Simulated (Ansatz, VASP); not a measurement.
## GaN in VASP and in Ansatz

Contents of POSCAR:

```
GaN
1.0
    3.2218469041      0.0000000000      0.0000000000
   -1.6109234521      2.7902012661      0.0000000000
    0.0000000000      0.0000000000      5.2339814801
Ga N
2 2
Direct
    0.6666666667      0.3333333333      0.5000000000
    0.3333333333      0.6666666667      0.0000000000
    0.6666666667      0.3333333333      0.8750000000
    0.3333333333      0.6666666667      0.3750000000
```

INCAR.step1

```
SYSTEM = GaN
  PREC = Accurate
  ENCUT = 520
  ISMEAR = -1
  SIGMA = 0.05
  LREAL = .FALSE.
  LASPH = .TRUE.
  NELM = 80
  NBANDS = 26
  GGA = PE
  ALGO = Normal
  EDIFF = 1E-4
  LWAVE = .TRUE.
  LCHARG = .FALSE.
```

The input INCAR.step2:

```
SYSTEM = GaN
  PREC = Accurate
  ENCUT = 520
  EDIFF = 1E-6
  ISMEAR = -1
  SIGMA = 0.05
  LREAL = .FALSE.
  LASPH = .TRUE.
  NELM = 80
  ALGO = Normal
  ISIF = 2
  LWAVE = .FALSE.
  LCHARG = .FALSE.
  METAGGA = R2SCAN
  LMIXTAU = .TRUE.
  IVDW = 12
  VDW_S6 = 1.0
  VDW_S8 = 0.78981345
  VDW_A1 = 0.49484001
  VDW_A2 = 5.73083694
  NBANDS = 26
  ISTART = 1
```

File KPOINTS:

```
Automatic mesh
0
G
  10 10 5
  0 0 0
```

The input input.yaml:

```yaml
crystal:
  lattice:
    - [3.2218469041, 0.0, 0.0]
    - [-1.6109234521, 2.7902012661, 0.0]
    - [0.0, 0.0, 5.2339814801]
  atoms:
    - { symbol: Ga, position: [0.6666666667, 0.3333333333, 0.5] }
    - { symbol: Ga, position: [0.3333333333, 0.6666666667, 0.0] }
    - { symbol: "N", position: [0.6666666667, 0.3333333333, 0.875] }
    - { symbol: "N", position: [0.3333333333, 0.6666666667, 0.375] }
hamiltonian:
  xc: r2scan
  pseudopotentials: { kind: paw }
  dispersion: d3bj
kpoints:
  mp_grid: { grid: [10, 10, 5] }
scf:
  occupations: { method: fermi_dirac, width: 0.05 }
output:
  forces: true
  stress: true
  eigenvalues: true
```

Alike in both runs: task single point; functional r2SCAN; dispersion D3(BJ); k mesh 10 × 10 × 5; occupations fermi-dirac, width 0.05 eV; no spin polarisation.

|  | VASP | Ansatz |
| --- | --- | --- |
| version | VASP 6.6.1 | Ansatz 0.2.0 |
| potentials or method | VASP PAW PBE potentials, release 64 (Ga_d, N) | Ansatz PAW |
| plane-wave cutoff (eV) | 520 | 500 |
| valence electrons in the cell | 36 | 36 |

VASP gave:

* gap on the k mesh at the Fermi level (eV): 2.10
* least direct gap on the mesh (eV): 2.10
* pressure (GPa): -6.8
* traceless stress, the component that is largest in VASP (GPa): 1.16
* rms of the force components (eV/Å): 0.072

**Question.** Estimate Ansatz's values.

**Answer.** gap on the k mesh at the Fermi level (eV): 2.11; least direct gap on the mesh (eV): 2.11; pressure (GPa): -7.8; traceless stress, the component that is largest in VASP (GPa): 1.14; rms of the force components (eV/Å): 0.075.

VASP's potentials were made for PBE, not for r2SCAN. Atom by atom the forces differ by 0.003 eV/Å (rms over components).

Noted on Ansatz's run: odd divisions of the mesh miss points on the zone boundary, where band edges often lie, so the gap on the mesh can be too wide.
